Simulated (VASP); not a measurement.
Re, 1 atom in the cell. Symmetry: I4/mmm, No. 139, tetragonal system. The conventional cell has a = 2.616 Å, b = 2.616 Å, c = 3.915 Å, α = 90.00°, β = 90.00°, γ = 90.00°. Re (site symmetry 4/mmm) has 12 Re at 2.62 to 2.69 Å within 3.5 Å.  This cell differs from its parent crystal: normal strain along x -0.0550, normal strain along z -0.0550.

```yaml
Program: VASP 6.6.1
Task: single point
Functional: PBE
Potentials_or_basis: VASP PAW PBE potentials, release 64 (Re)
Cutoff: 520 eV
k_mesh: 10 × 10 × 10
Occupations: gaussian, width 0.15 eV
Spin: no spin polarisation
Dipole_correction: no
Further_INCAR_settings: ALGO = Fast; EDIFF = 1e-07; NBANDS = 10
```

Potentials or basis: VASP PAW PBE potentials, release 64 (Re).

Launch:

```console
$ cat potpaw_PBE.64/Re/POTCAR > POTCAR
$ mpirun -np 1 vasp_std > vasp.out
```

Hardware: 1 thread of AMD EPYC 7R43 64-Core Processor (Zen 3), with other jobs on the host.

Task: Estimate the wall time of this run.

Result: Run time: 15 s on 1 thread of AMD EPYC 7R43 64-Core Processor (Zen 3), with other jobs on the host, peak memory 0.1 GiB. Counts: scf iterations 13, k points 102.
